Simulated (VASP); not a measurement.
Here is a VASP 6.6.1 calculation.

File POSCAR:

```
CeBr2
1.0
    0.0000000000      3.5706311127      3.5706311127
    3.5706311127      0.0000000000      3.5706311127
    3.5706311127      3.5706311127      0.0000000000
Ce Br
1 2
Direct
    0.0000000000      0.0000000000      0.0000000000
    0.2500000000      0.2500000000      0.2500000000
    0.7500000000      0.7500000000      0.7500000000
```

File INCAR.step1:

```
PREC = Accurate
ENCUT = 520
EDIFF = 1E-6
ISMEAR = 0
SIGMA = 0.05
LREAL = False
LASPH = True
NELM = 150
ALGO = Normal
ISIF = 2
LWAVE = False
LCHARG = True
ISPIN = 2
MAGMOM = 1.67 0 0
LMAXMIX = 6
GGA = PS
NBANDS = 24
```

KPOINTS.step1

```
Automatic mesh
0
Gamma
  8 8 8
```

INCAR.step2

```
PREC = Accurate
ENCUT = 520
EDIFF = 1E-6
ISMEAR = -5
SIGMA = 0.05
LREAL = False
LASPH = True
NELM = 150
ALGO = Normal
ISIF = 2
LWAVE = False
LCHARG = False
ISPIN = 2
MAGMOM = 1.67 0 0
LORBIT = 11
LMAXMIX = 6
GGA = PS
NEDOS = 2001
ICHARG = 11
```

The input KPOINTS.step2:

```
Automatic mesh
0
Gamma
  12 12 12
```

Potentials or basis: VASP PAW PBE potentials, release 64 (Ce, Br).

Launch:

```bash
$ cat potpaw_PBE.64/Ce/POTCAR potpaw_PBE.64/Br/POTCAR > POTCAR
$ cp INCAR.step1 INCAR
$ cp KPOINTS.step1 KPOINTS
$ mpirun -np 1 vasp_std > vasp.out
$ cp INCAR.step2 INCAR
$ cp KPOINTS.step2 KPOINTS
$ mpirun -np 1 vasp_std > vasp.out
```

Problem. Estimate the site moments.

Solution. Ce +1.51; Br -0.00 μB.

Problem. What does it give for the net moment?

Solution. 2.00 μB per cell.

Caveat: the magnetic or orbital state may not be the lowest. The state reached can hang on the start; a lower one may exist.
